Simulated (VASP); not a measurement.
Set up this calculation in VASP 6.6.1, as the native input.

```yaml
Task: relaxation of cell and atoms
Functional: PBEsol
Potentials_or_basis: VASP PAW PBE potentials, release 64 (Al, O)
Cutoff: 600 eV
k_mesh: 10 × 10 × 4
Occupations: fermi-dirac, width 0.05 eV
Spin: no spin polarisation
Target_pressure: 30 GPa
Dipole_correction: no
Further_INCAR_settings: ALGO = Normal; EDIFF = 1e-06; IBRION = 2; EDIFFG = -0.01; NSW = 60; ISIF = 3
```

The structure of Al2O3 lies in POSCAR:

```
Al2O3
1.0
    3.0174825440      0.0000000000      0.0000000000
   -1.5087412720      2.6132165386      0.0000000000
    0.0000000000      0.0000000000      7.5746360022
Al O
2 3
Direct
    0.0000000000      0.0000000000      0.7220490000
    0.0000000000      0.0000000000      0.2779510000
    0.0000000000      0.0000000000      0.5000000000
    0.6666666667      0.3333333333      0.8005460000
    0.3333333333      0.6666666667      0.1994540000
```

These files were run (other wordings do the same):

INCAR

```
PREC = Accurate ; ENCUT = 600
EDIFF = 1E-6 ; ISMEAR = -1
SIGMA = 0.05 ; LREAL = False
LASPH = True ; NELM = 60
ALGO = Normal ; ISIF = 3
LWAVE = False ; LCHARG = False
GGA = PS ; IBRION = 2
NSW = 60 ; EDIFFG = -0.01
PSTRESS = 300.0
```

KPOINTS

```
Automatic mesh
0
Gamma
  10 10 4
```

Potentials or basis: VASP PAW PBE potentials, release 64 (Al, O).

Launch:

```bash
$ cat potpaw_PBE.64/Al/POTCAR potpaw_PBE.64/O/POTCAR > POTCAR
$ mpirun -np 1 vasp_std > vasp.out
```

Results of the run:

```
Relaxed volume                                             : 9.23 Å³/atom
Relaxed cell                                               : a = 2.855 Å, b = 2.855 Å, c = 6.538 Å, α = 90.00°, β = 90.00°, γ = 120.00°
Space group after relaxing (to 0.1 Å)                      : P-3m1 (No. 164)
Energy change on relaxing (the run minimises the enthalpy) : +151.0 meV/atom
Ionic steps                                                : 21
Pressure after relaxing                                    : 30.0 GPa
Largest force after relaxing                               : 0.005 eV/Å
Band gap on the k mesh                                     : 3.14 eV
```

Caveat: the cell is relaxed towards a set pressure, so the run minimises the enthalpy, not the energy; the volume moved by over 15 % at a fixed basis, so the end points are rough; the PAW data sets were made with another functional, which shifts forces and pressure a little.

It took 4.6 min on 1 thread of Intel(R) Xeon(R) Platinum 8488C (Sapphire Rapids) (shared host), peak memory 0.21 GiB.
